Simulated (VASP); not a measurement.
# BiTe (Fm-3m) in VASP: single point with PBE

Aim: the single point of BiTe with PBE.

All numbers are computed with VASP 6.6.1; they aren't measurements. Logs are shortened: lines on timing, memory, paths and dates and some standing lists are left out, and cuts for length are marked.

## 1. The cell of the first run

It takes space group Fm-3m (No. 225, cubic). Conventional cell: a = 6.555 Å, b = 6.555 Å, c = 6.555 Å, α = 90.00°, β = 90.00°, γ = 90.00°. Bi (site symmetry m-3m) has 6 Te at 3.28 Å within 4.3 Å. Within 4.3 Å of Te (site symmetry m-3m) lie 6 Bi at 3.28 Å.

## 2. Single point, PBE (volume scaled by 1.04)

Contents of INCAR:

```
PREC = Accurate
ENCUT = 520
EDIFF = 1E-7
ISMEAR = -1
SIGMA = 0.08
LREAL = False
LASPH = True
NELM = 100
ALGO = Normal
ISIF = 2
LWAVE = False
LCHARG = False
GGA = PE
NBANDS = 18
```

Contents of KPOINTS:

```
regular mesh
0
Gamma
  10 10 10
```

Contents of POSCAR:

```
BiTe
1.0
    0.0000000000      3.2775706714      3.2775706714
    3.2775706714      0.0000000000      3.2775706714
    3.2775706714      3.2775706714      0.0000000000
Bi Te
1 1
Direct
    0.0000000000      0.0000000000      0.0000000000
    0.5000000000      0.5000000000      0.5000000000
```

Potentials or basis: VASP PAW PBE potentials, release 64 (Bi_d, Te).

Command:

```sh
> cat potpaw_PBE.64/Bi_d/POTCAR potpaw_PBE.64/Te/POTCAR > POTCAR
> mpirun -np 1 vasp_std > vasp.out
```

OUTCAR:

```text
PREC = Accurate
   ENCUT = 520
   EDIFF = 1E-7
   ISMEAR = -1
   LREAL = False
   LASPH = True
   NELM = 100
   ISIF = 2
   GGA = PE

 ion  position               nearest neighbor table
   1  0.000  0.000  0.000-   2 3.28   2 3.28   2 3.28   2 3.28   2 3.28   2 3.28
   2  0.500  0.500  0.500-   1 3.28   1 3.28   1 3.28   1 3.28   1 3.28   1 3.28

  LATTYP: Found a face centered cubic cell.
 ALAT       =     6.5551413428

  Lattice vectors:

 A1 = (   0.0000000000,   3.2775706714,   3.2775706714)
 A2 = (   3.2775706714,   0.0000000000,   3.2775706714)
 A3 = (   3.2775706714,   3.2775706714,   0.0000000000)

Analysis of symmetry for initial positions (statically):
=====================================================================
 Subroutine PRICEL returns:
 Original cell was already a primitive cell.

 Routine SETGRP: Setting up the symmetry group for a
 face centered cubic supercell.

 Subroutine GETGRP returns: Found 48 space group operations
 (whereof 48 operations were pure point group operations)
 out of a pool of 48 trial point group operations.

The static configuration has the point symmetry O_h .

Analysis of symmetry for dynamics (positions and initial velocities):
=====================================================================
 Subroutine PRICEL returns:
 Original cell was already a primitive cell.

 Routine SETGRP: Setting up the symmetry group for a
 face centered cubic supercell.

 Subroutine GETGRP returns: Found 48 space group operations
 (whereof 48 operations were pure point group operations)
 out of a pool of 48 trial point group operations.

The dynamic configuration has the point symmetry O_h .

 Subroutine INISYM returns: Found 48 space group operations
 (whereof 48 operations are pure point group operations),
 and found     1 'primitive' translations

----------------------------------------------------------------------------------------

                                     Primitive cell

  volume of cell :      70.4184

  direct lattice vectors                    reciprocal lattice vectors
     0.000000000  3.277570671  3.277570671    -0.152552012  0.152552012  0.152552012
     3.277570671  0.000000000  3.277570671     0.152552012 -0.152552012  0.152552012
     3.277570671  3.277570671  0.000000000     0.152552012  0.152552012 -0.152552012

  length of vectors
     4.635184895  4.635184895  4.635184895     0.264227835  0.264227835  0.264227835
[... 77 lines left out ...]
   LSORBIT =      F    spin-orbit coupling
   LASPH  =      T    aspherical Exc in radial PAW
   ENCUT  =  520.0 eV  38.22 Ry    6.18 a.u.   8.62  8.62  8.62*2*pi/ulx,y,z
   NELM   =    100;   NELMIN=  2; NELMDL= -5     # of ELM steps
   EDIFF  = 0.1E-06   stopping-criterion for ELM
   LREAL  =      F    real-space projection
   EDIFFG = 0.1E-05   stopping-criterion for IOM
   NSW    =      0    number of steps for IOM
   IBRION =     -1    ionic relax: 0-MD 1-quasi-New 2-CG
   NFREE  =      0    steps in history (QN), initial steepest desc. (CG)
   ISIF   =      2    stress and relaxation
   ISYM   =      2    0-nonsym 1-usesym 2-fastsym
   POTIM  = 0.5000    time-step for ionic-motion
   TEBEG  =    0.0;   TEEND  =   0.0 temperature during run
   PSTRESS=    0.0 pullay stress
   NELECT =      21.0000    total number of electrons
   NUPDOWN=      -1.0000    fix difference up-down
   EMIN   =  10.00;   EMAX   =-10.00  energy-range for DOS
   EFERMI =   0.00;   METHOD = LEGACY
   ISMEAR =    -1;   SIGMA  =   0.08  broadening in eV -4-tet -1-fermi 0-gaus
   EFERMI_NEDOS =   21; number of points for ismear=-14 and -15
   IALGO  =     38    algorithm
   IMIX   =      4    mixing-type and parameters
     AMIX     =   0.40;   BMIX     =  1.00
     AMIX_MAG =   1.60;   BMIX_MAG =  1.00
  volume/ion in A,a.u.               =      35.21       237.60
  Fermi-wavevector in a.u.,A,eV,Ry     =   1.093753  2.066893 16.276586  1.196295
  Thomas-Fermi vector in A             =   2.230044
   LORBIT       =      0    0 simple, 1 ext, 2 COOP (PROOUT), +10 PAW based schemes
   GGA     = PE    functional components
   LHFCALC =     F    Hartree Fock is set to
   AEXX    =    0.0000 exact exchange contribution
   IVDW    =     0    specifies the selected vdW correction
   LEPSILON=     F    determine dielectric tensor
   LRPA    =     F    only Hartree local field effects (RPA)
 non-spin polarized calculation
  energy-cutoff  :      520.00
  volume of cell :       70.42
 maximum number of plane-waves:      1917
   NGX = 17   NGY = 17   NGZ = 17

 number of electron      20.9999994 magnetization

 Free energy of the ion-electron system (eV)
  ---------------------------------------------------
  ext. energy  EPLUGINS =         0.00000000
  ---------------------------------------------------
  free energy    TOTEN  =        -7.18447490 eV

  energy without entropy =       -7.15276798  energy(sigma->0) =       -7.16862144

 E-fermi :   6.1892     XC(G=0):  -9.2600

 val. band max:        6.1844236340   @ k =  -0.2000   0.1000   0.0000
 cond. band min:       6.2058676365   @ k =   0.5000   0.1000   0.0000
 fundamental gap:      0.0214440025
 Fermi energy:         6.1891577928

 k-point     1 :       0.0000    0.0000    0.0000
  band No.  band energies     occupation
      1     -16.9579      2.00000
      2     -16.9579      2.00000
      3     -16.9570      2.00000
      4     -16.9570      2.00000
      5     -16.9570      2.00000
      6      -7.0754      2.00000
[... 481 lines left out ...]
      5     -16.9501      2.00000
      6      -5.8449      2.00000
[... 10 lines left out ...]
     17      15.0658      0.00000
     18      15.1476      0.00000

 [... further k-points ...]

------------------------ aborting loop because EDIFF is reached ----------------------------------------

  FORCE on cell =-STRESS in cart. coord.  units (eV):
  Direction    XX          YY          ZZ          XY          YZ          ZX
  --------------------------------------------------------------------------------------
  -------------------------------------------------------------------------------------
  Total       -0.4725812     -0.4725812     -0.4725812      0.0000000      0.0000000      0.0000000
  in kB      -10.7522866    -10.7522866    -10.7522866      0.0000000      0.0000000      0.0000000
  external PRESSURE =     -10.7522866 kB  Pullay stress =       0.0000000 kB

 VOLUME and BASIS-vectors are now :
 -----------------------------------------------------------------------------
  energy-cutoff  :      520.00
  volume of cell :       70.42
      direct lattice vectors                 reciprocal lattice vectors
     0.000000000  3.277570671  3.277570671    -0.152552012  0.152552012  0.152552012
     3.277570671  0.000000000  3.277570671     0.152552012 -0.152552012  0.152552012
     3.277570671  3.277570671  0.000000000     0.152552012  0.152552012 -0.152552012

 POSITION                                       TOTAL-FORCE (eV/Angst)
 -----------------------------------------------------------------------------------
      0.00000      0.00000      0.00000        -0.000000      0.000000     -0.000000
      3.27757      3.27757      3.27757         0.000000      0.000000      0.000000
 -----------------------------------------------------------------------------------
    total drift:                               -0.000000      0.000000      0.000000

  FREE ENERGIE OF THE ION-ELECTRON SYSTEM (eV)
  ---------------------------------------------------
  free  energy   TOTEN  =        -7.1844749020 eV

  energy  without entropy=       -7.1527679796  energy(sigma->0) =       -7.16862144
```

Run time: 88 s. Hardware: 1 thread of AMD EPYC 7R43 (Zen 3), shared host; peak memory 0.19 GiB.

Results:

* Free energy: -7.1845 eV
* Pressure: -1.1 GPa

Levels at points of the mesh, in eV from the Fermi level:
| k point | band 8 | band 9 | band 10 | band 11 | band 12 | band 13 |
| --- | --- | --- | --- | --- | --- | --- |
| (0.00, 0.00, 0.00) | -2.45 | -2.45 | -2.45 | 2.06 | 2.06 | 2.06 |
| (0.50, 0.00, 0.00) | -1.84 | -1.84 | -1.61 | -0.81 | -0.57 | -0.57 |
| (0.50, 0.50, 0.00) | -5.40 | -3.84 | -3.84 | 2.38 | 3.40 | 3.40 |

Caveat: spin-orbit coupling is left out, which moves the levels of the heavy elements.
